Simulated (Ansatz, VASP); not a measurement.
# Two plane-wave programs on SiO2

Contents of INCAR:

```
ALGO = Normal ; EDIFF = 1E-6
ENCUT = 600 ; GGA = PE
GGA_COMPAT = False ; ISIF = 2
ISMEAR = 0 ; LASPH = True
LCHARG = False ; LREAL = False
LWAVE = False ; NBANDS = 82
NELM = 120 ; PREC = Accurate
SIGMA = 0.01
```

File KPOINTS:

```
k-points
0
Gamma
  1 1 1
```

Contents of POSCAR:

```
SiO2
1.0
    0.0000000000      5.0813926894      7.0944098913
    5.0813926894      0.0000000000      7.0944098913
    5.0813926894      5.0813926894      0.0000000000
Si O
8 16
Direct
    0.2500000000      0.2500000000      0.4557663031
    0.7500000000      0.7500000000      0.9557663031
    0.0807663031      0.6692336969      0.1250000000
    0.5807663031      0.1692336969      0.6250000000
    0.4192336969      0.8307663031      0.3750000000
    0.9192336969      0.3307663031      0.8750000000
    0.0000000000      0.0000000000      0.2942336969
    0.5000000000      0.5000000000      0.7942336969
    0.0892867290      0.2360795162      0.6696805091
    0.5892867290      0.7360795162      0.1696805091
    0.4860795162      0.3392867290      0.7549532456
    0.9860795162      0.8392867290      0.2549532456
    0.4107132710      0.2639204838      0.4950467544
    0.9107132710      0.7639204838      0.9950467544
    0.2053194909      0.8700467544      0.3889204838
    0.7053194909      0.3700467544      0.8889204838
    0.0139204838      0.1607132710      0.0803194909
    0.5139204838      0.6607132710      0.5803194909
    0.3799532456      0.0446805091      0.3610795162
    0.8799532456      0.5446805091      0.8610795162
    0.2946805091      0.6299532456      0.9642867290
    0.7946805091      0.1299532456      0.4642867290
    0.1200467544      0.4553194909      0.2857132710
    0.6200467544      0.9553194909      0.7857132710
```

Input for Ansatz:

```yaml
crystal:
  lattice:
    - [0.0, 5.0813926894, 7.0944098913]
    - [5.0813926894, 0.0, 7.0944098913]
    - [5.0813926894, 5.0813926894, 0.0]
  atoms:
    - { symbol: Si, position: [0.25, 0.25, 0.4557663031] }
    - { symbol: Si, position: [0.75, 0.75, 0.9557663031] }
    - { symbol: Si, position: [0.0807663031, 0.6692336969, 0.125] }
    - { symbol: Si, position: [0.5807663031, 0.1692336969, 0.625] }
    - { symbol: Si, position: [0.4192336969, 0.8307663031, 0.375] }
    - { symbol: Si, position: [0.9192336969, 0.3307663031, 0.875] }
    - { symbol: Si, position: [0.0, 0.0, 0.2942336969] }
    - { symbol: Si, position: [0.5, 0.5, 0.7942336969] }
    - { symbol: O, position: [0.089286729, 0.2360795162, 0.6696805091] }
    - { symbol: O, position: [0.589286729, 0.7360795162, 0.1696805091] }
    - { symbol: O, position: [0.4860795162, 0.339286729, 0.7549532456] }
    - { symbol: O, position: [0.9860795162, 0.839286729, 0.2549532456] }
    - { symbol: O, position: [0.410713271, 0.2639204838, 0.4950467544] }
    - { symbol: O, position: [0.910713271, 0.7639204838, 0.9950467544] }
    - { symbol: O, position: [0.2053194909, 0.8700467544, 0.3889204838] }
    - { symbol: O, position: [0.7053194909, 0.3700467544, 0.8889204838] }
    - { symbol: O, position: [0.0139204838, 0.160713271, 0.0803194909] }
    - { symbol: O, position: [0.5139204838, 0.660713271, 0.5803194909] }
    - { symbol: O, position: [0.3799532456, 0.0446805091, 0.3610795162] }
    - { symbol: O, position: [0.8799532456, 0.5446805091, 0.8610795162] }
    - { symbol: O, position: [0.2946805091, 0.6299532456, 0.964286729] }
    - { symbol: O, position: [0.7946805091, 0.1299532456, 0.464286729] }
    - { symbol: O, position: [0.1200467544, 0.4553194909, 0.285713271] }
    - { symbol: O, position: [0.6200467544, 0.9553194909, 0.785713271] }
basis:
  ecutwfc: 420
  xc_grid: 2
hamiltonian:
  xc: pbe
  pseudopotentials: { kind: paw, azcp: { folder: soft_1 } }
kpoints:
  mp_grid: { grid: [1, 1, 1] }
scf:
  occupations: { method: fixed }
  max_iter: 120
output:
  forces: true
```

Alike in both runs: task single point; functional PBE; k mesh 1 × 1 × 1; no spin polarisation.

|  | VASP | Ansatz |
| --- | --- | --- |
| version | VASP 6.6.1 | Ansatz 0.2.0 |
| potentials or method | VASP PAW PBE potentials, release 64 (Si, O), cutoff 600 eV | plane-wave PAW DFT |
| occupations | gaussian, width 0.01 eV | fixed |
| valence electrons in the cell | 128 | 128 |

Ansatz gave:

```
rms of the force components (eV/Å) : 0.012
```

Problem. What did VASP give for the same quantities?

Solution. rms of the force components (eV/Å): 0.018.

Atom by atom the forces differ by 0.010 eV/Å (rms over components).

The k mesh is coarse, so the values compare programs but aren't converged.
